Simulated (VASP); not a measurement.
A run of VASP 6.6.1:

The input POSCAR:

```
HRuCl
1.0
    3.5336140000      0.0000000000      0.0000000000
    0.0000000000      3.5336140000      0.0000000000
    0.0000000000      0.0000000000      6.2849430000
Cl H Ru
2 2 2
Direct
    0.2500000000      0.2500000000      0.6495000000
    0.7500000000      0.7500000000      0.3505000000
    0.7500000000      0.2500000000      0.0000000000
    0.2500000000      0.7500000000      0.0000000000
    0.2500000000      0.2500000000      0.1949000000
    0.7500000000      0.7500000000      0.8051000000
```

The input INCAR.step1:

```
ALGO = Normal ; EDIFF = 1E-4
ENCUT = 520 ; GGA = PE
ISMEAR = 0 ; LASPH = True
LCHARG = False ; LREAL = False
LWAVE = True ; NBANDS = 31
NELM = 60 ; PREC = Accurate
SIGMA = 0.0275
```

INCAR.step2

```
ALGO = Normal ; EDIFF = 1E-7
ENCUT = 520 ; ISIF = 2
ISMEAR = 0 ; ISTART = 1
LASPH = True ; LCHARG = False
LMIXTAU = True ; LREAL = False
LWAVE = False ; METAGGA = R2SCAN
NBANDS = 31 ; NELM = 60
PREC = Accurate ; SIGMA = 0.0275
```

KPOINTS

```
k-points
0
Gamma
  7 7 4
```

Potentials or basis: VASP PAW PBE potentials, release 64 (Cl, H, Ru_pv).

Command:

```sh
$ cat potpaw_PBE.64/Cl/POTCAR potpaw_PBE.64/H/POTCAR potpaw_PBE.64/Ru_pv/POTCAR > POTCAR
$ cp INCAR.step1 INCAR
$ mpirun -np 1 vasp_std > vasp.out
$ cp INCAR.step2 INCAR
$ mpirun -np 1 vasp_std > vasp.out
```

Hardware: 1 thread of Intel(R) Xeon(R) Platinum 8488C (Sapphire Rapids), with other jobs on the host.

Task: How long does it take, and how much memory?

Result: Run time: 2.5 min on 1 thread of Intel(R) Xeon(R) Platinum 8488C (Sapphire Rapids) (shared host), peak memory 0.23 GiB. Counts: k points 30.
